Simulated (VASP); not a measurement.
# CdSiN2 (P-4m2) in VASP: notebook

Runs on CdSiN2. Level: HSE06. Tasks: single point.

Program: VASP 6.6.1. These are calculated values, not measurements. Logs are shortened: lines on timing, memory, paths and dates and some standing lists are left out, and cuts for length are marked.

## 1. The cell of the first run

Symmetry: P-4m2, No. 115, tetragonal system. Conventional cell: a = 3.034 Å, b = 3.034 Å, c = 5.110 Å, α = 90.00°, β = 90.00°, γ = 90.00°. Within 2.9 Å of Cd (site symmetry -4m2) lie 4 N at 2.23 Å. Within 2.4 Å of N (site symmetry 2mm) lie 2 Si at 1.77 Å and 2 Cd at 2.23 Å. Within 2.4 Å of Si (site symmetry -4m2) lie 4 N at 1.77 Å.

## 2. Single point, HSE06

POSCAR

```
CdSiN2
1.0
    3.0339884445      0.0000000000      0.0000000000
    0.0000000000      3.0339884445      0.0000000000
    0.0000000000      0.0000000000      5.1102333328
Cd N Si
1 2 1
Direct
    0.0000000000      0.0000000000      0.0000000000
    0.0000000000      0.5000000000      0.3197391373
    0.5000000000      0.0000000000      0.6802608627
    0.5000000000      0.5000000000      0.5000000000
```

INCAR.step1

```
SYSTEM = CdSiN2
ALGO = Normal ; EDIFF = 1E-5
ENCUT = 520 ; GGA = PE
ISIF = 2 ; ISMEAR = 0
LASPH = .TRUE. ; LCHARG = .FALSE.
LREAL = .FALSE. ; LWAVE = .TRUE.
NBANDS = 21 ; NELM = 100
PREC = Accurate ; SIGMA = 0.01
```

INCAR.step2

```
SYSTEM = CdSiN2
ALGO = Normal ; EDIFF = 1E-7
ENCUT = 520 ; GGA = PE
HFSCREEN = 0.2079 ; ISIF = 2
ISMEAR = 0 ; ISTART = 1
LASPH = .TRUE. ; LCHARG = .FALSE.
LHFCALC = .TRUE. ; LREAL = .FALSE.
LWAVE = .FALSE. ; NBANDS = 21
NELM = 100 ; PREC = Accurate
PRECFOCK = Normal ; SIGMA = 0.01
```

KPOINTS

```
k-points
0
G
  4 4 2
  0 0 0
```

Potentials or basis: VASP PAW PBE potentials, release 64 (Cd, N, Si).

On the command line:

```sh
> cat potpaw_PBE.64/Cd/POTCAR potpaw_PBE.64/N/POTCAR potpaw_PBE.64/Si/POTCAR > POTCAR
> cp INCAR.step1 INCAR
> mpirun -np 1 vasp_std > vasp.out
> cp INCAR.step2 INCAR
> mpirun -np 1 vasp_std > vasp.out
```

OUTCAR:

```text
SYSTEM = CdSiN2
   EDIFF = 1E-7
   ENCUT = 520
   GGA = PE
   HFSCREEN = 0.2079
   ISIF = 2
   ISMEAR = 0
   ISTART = 1
   LASPH = .TRUE.
   LHFCALC = .TRUE.
   LREAL = .FALSE.
   NELM = 100
   PREC = Accurate
   PRECFOCK = Normal

 ion  position               nearest neighbor table
   1  0.000  0.000  0.000-   2 2.23   3 2.23   2 2.23   3 2.23   4 3.34   4 3.34   4 3.34   4 3.34
                             4 3.34   4 3.34   4 3.34   4 3.34
   2  0.000  0.500  0.320-   4 1.77   4 1.77   1 2.23   1 2.23
   3  0.500  0.000  0.680-   4 1.77   4 1.77   1 2.23   1 2.23
   4  0.500  0.500  0.500-   2 1.77   3 1.77   3 1.77   2 1.77   1 3.34   1 3.34   1 3.34   1 3.34
                             1 3.34   1 3.34   1 3.34   1 3.34

  LATTYP: Found a simple tetragonal cell.
 ALAT       =     3.0339884445
 C/A-ratio  =     1.6843285419

  Lattice vectors:

 A1 = (   3.0339884445,   0.0000000000,   0.0000000000)
 A2 = (   0.0000000000,   3.0339884445,   0.0000000000)
 A3 = (   0.0000000000,   0.0000000000,   5.1102333328)

Analysis of symmetry for initial positions (statically):
=====================================================================
 Subroutine PRICEL returns:
 Original cell was already a primitive cell.

 Routine SETGRP: Setting up the symmetry group for a
 simple tetragonal supercell.

 Subroutine GETGRP returns: Found  8 space group operations
 (whereof  8 operations were pure point group operations)
 out of a pool of 16 trial point group operations.

The static configuration has the point symmetry D_2d.

Analysis of symmetry for dynamics (positions and initial velocities):
=====================================================================
 Subroutine PRICEL returns:
 Original cell was already a primitive cell.

 Routine SETGRP: Setting up the symmetry group for a
 simple tetragonal supercell.

 Subroutine GETGRP returns: Found  8 space group operations
 (whereof  8 operations were pure point group operations)
 out of a pool of 16 trial point group operations.

The dynamic configuration has the point symmetry D_2d.

 Subroutine INISYM returns: Found  8 space group operations
 (whereof  8 operations are pure point group operations),
 and found     1 'primitive' translations

----------------------------------------------------------------------------------------

                                     Primitive cell

  volume of cell :      47.0401

  direct lattice vectors                    reciprocal lattice vectors
     3.033988444  0.000000000  0.000000000     0.329599146  0.000000000  0.000000000
     0.000000000  3.033988444  0.000000000     0.000000000  0.329599146  0.000000000
     0.000000000  0.000000000  5.110233333     0.000000000  0.000000000  0.195685781

  length of vectors
     3.033988444  3.033988444  5.110233333     0.329599146  0.329599146  0.195685781

  position of ions in fractional coordinates (direct lattice)
     0.000000000  0.000000000  0.000000000
     0.000000000  0.500000000  0.319739137
     0.500000000  0.000000000  0.680260863
     0.500000000  0.500000000  0.500000000

  ion indices of the primitive-cell ions
   primitive index   ion index
                 1           1
                 2           2
                 3           3
                 4           4

----------------------------------------------------------------------------------------

 KPOINTS: k-points

Automatic generation of k-mesh.
 Grid dimensions read from file:
 generate k-points for:    4    4    2

 Generating k-lattice:

  Cartesian coordinates                     Fractional coordinates (reciprocal lattice)
     0.082399786  0.000000000  0.000000000     0.250000000  0.000000000  0.000000000
     0.000000000  0.082399786  0.000000000     0.000000000  0.250000000  0.000000000
     0.000000000  0.000000000  0.097842890     0.000000000  0.000000000  0.500000000

  Length of vectors
     0.082399786  0.082399786  0.097842890

  Shift w.r.t. Gamma in fractional coordinates (k-lattice)
     0.000000000  0.000000000  0.000000000

 Subroutine IBZKPT returns following result:
 ===========================================

 Found     12 irreducible k-points:

 Following reciprocal coordinates:
            Coordinates               Weight
  0.000000  0.000000  0.000000      1.000000
  0.250000  0.000000  0.000000      4.000000
  0.500000  0.000000  0.000000      2.000000
  0.250000  0.250000  0.000000      4.000000
  0.500000  0.250000  0.000000      4.000000
  0.500000  0.500000  0.000000      1.000000
  0.000000  0.000000  0.500000      1.000000
  0.250000  0.000000  0.500000      4.000000
  0.500000  0.000000  0.500000      2.000000
  0.250000  0.250000  0.500000      4.000000
  0.500000  0.250000  0.500000      4.000000
  0.500000  0.500000  0.500000      1.000000
   k-points           NKPTS =     12   k-points in BZ     NKDIM =     32   number of bands    NBANDS=     21
   number of dos      NEDOS =    301   number of ions     NIONS =      4
   total plane-waves  NPLWV =  23040
   dimension x,y,z NGX =    24 NGY =   24 NGZ =   40
   dimension x,y,z NGXF=    48 NGYF=   48 NGZF=   80
   ions per type =               1   2   1
   NGX,Y,Z   is equivalent  to a cutoff of  13.15, 13.15, 13.01 a.u.
   NGXF,Y,Z  is equivalent  to a cutoff of  26.30, 26.30, 26.03 a.u.
 SYSTEM =  CdSiN2
   PREC   = accura    normal or accurate (medium, high low for compatibility)
   ISTART =      1    job   : 0-new  1-cont  2-samecut
   ICHARG =      0    charge: 1-file 2-atom 10-const
   ISPIN  =      1    spin polarized calculation?
   LNONCOLLINEAR =      F non collinear calculations
   LSORBIT =      F    spin-orbit coupling
   LASPH  =      T    aspherical Exc in radial PAW
   ENCUT  =  520.0 eV  38.22 Ry    6.18 a.u.   5.64  5.64  9.50*2*pi/ulx,y,z
   NELM   =    100;   NELMIN=  2; NELMDL=  0     # of ELM steps
   EDIFF  = 0.1E-06   stopping-criterion for ELM
   LREAL  =      F    real-space projection
   EDIFFG = 0.1E-05   stopping-criterion for IOM
   NSW    =      0    number of steps for IOM
   IBRION =     -1    ionic relax: 0-MD 1-quasi-New 2-CG
   NFREE  =      0    steps in history (QN), initial steepest desc. (CG)
   ISIF   =      2    stress and relaxation
   ISYM   =      3    0-nonsym 1-usesym 2-fastsym
   POTIM  = 0.5000    time-step for ionic-motion
   TEBEG  =    0.0;   TEEND  =   0.0 temperature during run
   PSTRESS=    0.0 pullay stress
   NELECT =      26.0000    total number of electrons
   NUPDOWN=      -1.0000    fix difference up-down
   EMIN   =  10.00;   EMAX   =-10.00  energy-range for DOS
   EFERMI =   0.00;   METHOD = LEGACY
   ISMEAR =     0;   SIGMA  =   0.01  broadening in eV -4-tet -1-fermi 0-gaus
   EFERMI_NEDOS =   21; number of points for ismear=-14 and -15
   IALGO  =     38    algorithm
   IMIX   =      1    mixing-type and parameters
     AMIX     =   0.40;   BMIX     =  1.00
     AMIX_MAG =   1.60;   BMIX_MAG =  1.00
  volume/ion in A,a.u.               =      11.76        79.36
  Fermi-wavevector in a.u.,A,eV,Ry     =   1.343517  2.538879 24.559023  1.805037
  Thomas-Fermi vector in A             =   2.471584
   LORBIT       =      0    0 simple, 1 ext, 2 COOP (PROOUT), +10 PAW based schemes
   GGA     = PE    functional components
   LHFCALC =     T    Hartree Fock is set to
   PRECFOCK=normal    Normal, Fast or Accurate (Low or Medium for compatibility)
   ENCUT4O =  -1.0   cutoff for four orbital integrals eV
   NKREDX  =     1    reduce k-point grid by
   NKREDY  =     1    reduce k-point grid by
   NKREDZ  =     1    reduce k-point grid by
   AEXX    =    0.2500 exact exchange contribution
   HFSCREEN=    0.2079 screening length (either q_TF or 0.3 A-1)
   HFSCREENC=   0.2079 screening length for correlation (either q_TF or 0.3 A-1)
   ENCUTFOCK=  -1.0 apply spherical cutoff to Coloumb kernel
   IVDW    =     0    specifies the selected vdW correction
   LEPSILON=     F    determine dielectric tensor
   LRPA    =     F    only Hartree local field effects (RPA)
 non-spin polarized calculation
 Gauss-broadening in eV      SIGMA  =   0.01
  energy-cutoff  :      520.00
  volume of cell :       47.04
 maximum number of plane-waves:      1288
 NGX is ok and might be reduce to    24
  NGX = 18; NGY = 18; NGZ = 30

 number of electron      25.9999995 magnetization

 Free energy of the ion-electron system (eV)
  ---------------------------------------------------
  ext. energy  EPLUGINS =         0.00000000
  ---------------------------------------------------
  free energy    TOTEN  =       -29.42404146 eV

  energy without entropy =      -29.42404146  energy(sigma->0) =      -29.42404146

 E-fermi :   4.4228     XC(G=0):  -9.3914

 val. band max:        4.3759847469   @ k =   0.5000   0.0000   0.5000
 cond. band min:       6.8166019688   @ k =   0.0000   0.0000   0.0000
 fundamental gap:      2.4406172220
 Fermi energy:         4.4227756550

 k-point     1 :       0.0000    0.0000    0.0000
  band No.  band energies     occupation
      1     -14.1326      2.00000
      2     -10.9632      2.00000
      3      -5.1572      2.00000
      4      -4.7172      2.00000
      5      -4.2312      2.00000
      6      -4.2312      2.00000
[... 13 lines left out ...]
     20      17.1932      0.00000
     21      20.0919      0.00000

 k-point     2 :       0.2500    0.0000    0.0000
  band No.  band energies     occupation
      1     -13.4611      2.00000
      2     -10.9951      2.00000
      3      -5.0617      2.00000
      4      -4.7106      2.00000
      5      -4.2630      2.00000
      6      -4.1799      2.00000
[... 13 lines left out ...]
     20      17.0860      0.00000
     21      19.8587      0.00000

 k-point     3 :       0.5000    0.0000    0.0000
  band No.  band energies     occupation
      1     -12.2040      2.00000
      2     -11.5642      2.00000
      3      -5.7347      2.00000
      4      -5.0230      2.00000
      5      -4.3022      2.00000
      6      -4.1213      2.00000
[... 13 lines left out ...]
     20      16.5027      0.00000
     21      20.0867      0.00000
[... 169 lines left out ...]
 k-point    11 :       0.5000    0.2500    0.5000
  band No.  band energies     occupation
      1     -11.7019      2.00000
      2     -11.2569      2.00000
      3      -4.9036      2.00000
      4      -4.4187      2.00000
      5      -4.4017      2.00000
      6      -4.2316      2.00000
[... 13 lines left out ...]
     20      17.8688      0.00000
     21      19.2594      0.00000

 k-point    12 :       0.5000    0.5000    0.5000
  band No.  band energies     occupation
      1     -11.0057      2.00000
      2     -11.0057      2.00000
      3      -5.2082      2.00000
      4      -4.7891      2.00000
      5      -4.2696      2.00000
      6      -4.2696      2.00000
[... 13 lines left out ...]
     20      15.5526      0.00000
     21      17.9992      0.00000

------------------------ aborting loop because EDIFF is reached ----------------------------------------

  FORCE on cell =-STRESS in cart. coord.  units (eV):
  Direction    XX          YY          ZZ          XY          YZ          ZX
  --------------------------------------------------------------------------------------
  -------------------------------------------------------------------------------------
  Total        0.0031162      0.0031162     -0.3048651      0.0000000     -0.0000000      0.0000000
  in kB        0.1061355      0.1061355    -10.3836416      0.0000000     -0.0000000      0.0000000
  external PRESSURE =      -3.3904569 kB  Pullay stress =       0.0000000 kB

 VOLUME and BASIS-vectors are now :
 -----------------------------------------------------------------------------
  energy-cutoff  :      520.00
  volume of cell :       47.04
      direct lattice vectors                 reciprocal lattice vectors
     3.033988444  0.000000000  0.000000000     0.329599146  0.000000000  0.000000000
     0.000000000  3.033988444  0.000000000     0.000000000  0.329599146  0.000000000
     0.000000000  0.000000000  5.110233333     0.000000000  0.000000000  0.195685781

 POSITION                                       TOTAL-FORCE (eV/Angst)
 -----------------------------------------------------------------------------------
      0.00000      0.00000      0.00000         0.000000      0.000000      0.000000
      0.00000      1.51699      1.63394         0.000000     -0.000000      0.061167
      1.51699      0.00000      3.47629         0.000000     -0.000000     -0.061167
      1.51699      1.51699      2.55512        -0.000000     -0.000000      0.000000
 -----------------------------------------------------------------------------------
    total drift:                                0.000000      0.000000      0.000000

  FREE ENERGIE OF THE ION-ELECTRON SYSTEM (eV)
  ---------------------------------------------------
  free  energy   TOTEN  =       -29.4240414586 eV

  energy  without entropy=      -29.4240414586  energy(sigma->0) =      -29.42404146
```

It took 14 min on 1 thread of AMD EPYC 7R43 (Zen 3), shared host; peak memory 0.24 GiB.

What came out:

| Property | Result |
| --- | --- |
| Free energy | -29.4240 eV |
| Pressure | -0.3 GPa |
| Largest force | 0.061 eV/Å |
| Band gap on the k mesh | 2.44 eV (least direct gap 2.46 eV) |

Forces on the atoms (eV/Å):
```
Cd   0.000  0.000  0.000
N    0.000  0.000  0.061
N    0.000  0.000 -0.061
Si   0.000  0.000  0.000
```

Caveat: the k points lie up to 0.61 Å⁻¹ apart; the PAW data sets were made with another functional, which shifts forces and pressure a little. A k mesh can miss the band edges.

## 3. Single point, HSE06

POSCAR is that of step 2.

INCAR.step1

```
PREC = Accurate
ENCUT = 520
EDIFF = 1E-5
ISMEAR = 0
SIGMA = 0.01
LREAL = F
LASPH = T
NELM = 100
ALGO = Normal
ISIF = 2
LWAVE = T
LCHARG = F
NBANDS = 21
GGA = PE
```

INCAR.step2

```
PREC = Accurate
ENCUT = 520
EDIFF = 1E-6
ISMEAR = 0
SIGMA = 0.01
LREAL = F
LASPH = T
NELM = 100
ALGO = Normal
ISIF = 2
LWAVE = F
LCHARG = F
GGA = PE
LHFCALC = T
HFSCREEN = 0.2079
PRECFOCK = Normal
NBANDS = 21
ISTART = 1
```

KPOINTS

```
regular mesh
0
Gamma
  4 4 2
```

Potentials or basis: VASP PAW PBE potentials, release 64 (Cd, N, Si).

On the command line:

```sh
> cat potpaw_PBE.64/Cd/POTCAR potpaw_PBE.64/N/POTCAR potpaw_PBE.64/Si/POTCAR > POTCAR
> cp INCAR.step1 INCAR
> mpirun -np 1 vasp_std > vasp.out
> cp INCAR.step2 INCAR
> mpirun -np 1 vasp_std > vasp.out
```

It took 12 min on 1 thread of AMD EPYC 7R43 (Zen 3), shared host; peak memory 0.24 GiB.

The run converged. Its results:

* Free energy: -29.4240 eV
* Pressure: -0.4 GPa
* Largest force: 0.061 eV/Å
* Band gap on the k mesh: 2.44 eV (least direct gap 2.46 eV)

Forces on the atoms (eV/Å):
```
Cd   0.000  0.000  0.000
N    0.000  0.000  0.061
N    0.000  0.000 -0.061
Si   0.000  0.000  0.000
```

Stress tensor (GPa, compression positive):
```
 0.00  0.00  0.00
 0.00  0.00  0.00
 0.00  0.00 -1.05
```

Levels at points of the mesh, in eV from the valence-band top:
```tsv
k point	band 11	band 12	band 13	band 14	band 15	band 16
(0.00, 0.00, 0.00)	-2.47	-0.02	-0.02	2.44	5.70	7.91
(0.50, 0.00, 0.00)	-3.34	-3.17	-0.10	5.40	6.82	6.93
(0.50, 0.50, 0.00)	-2.60	-2.60	-1.78	4.08	4.08	8.28
(0.00, 0.00, 0.50)	-3.81	-0.49	-0.49	5.13	5.45	5.65
(0.50, 0.00, 0.50)	-1.90	-1.40	0.00	4.48	5.46	7.72
(0.50, 0.50, 0.50)	-3.50	-3.50	-1.95	6.90	6.90	9.06
```

Caveat: the k points lie up to 0.61 Å⁻¹ apart; the PAW data sets were made with another functional, which shifts forces and pressure a little. A k mesh can miss the band edges.
